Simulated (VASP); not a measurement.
**AlN: single point with PBE**

Crystal: AlN.

```xyz
4
Lattice="3.1295 0.0000 0.0000 -1.5648 2.7102 0.0000 0.0000 0.0000 5.0183" Properties=species:S:1:pos:R:3 pbc="T T T"
Al    0.0000    1.8068    0.0013
Al    1.5648    0.9034    2.5105
N     0.0000    1.8068    1.9157
N     1.5648    0.9034    4.4248
```

* Program: VASP 6.6.1
* Task: single point
* Functional: PBE
* Potentials or basis: VASP PAW PBE potentials, release 64 (Al, N)
* Cutoff: 520 eV
* k mesh: 9 × 9 × 6
* Occupations: gaussian, width 0.01 eV
* Spin: no spin polarisation

```
Pressure               : -0.2 GPa
Band gap on the k mesh : 4.05 eV
```

Levels at points of the mesh, in eV from the valence-band top:
```tsv
k point	band 5	band 6	band 7	band 8	band 9	band 10	band 11	band 12
(0.00, 0.00, 0.00)	-0.84	-0.20	-0.20	0.00	4.05	6.52	10.46	11.03
(0.00, 0.00, 0.50)	-0.53	-0.53	-0.53	-0.53	6.32	6.32	10.17	10.17
```

Wall time 37 s on 1 thread of Intel Xeon 8259CL (shared host), peak memory 0.17 GiB.
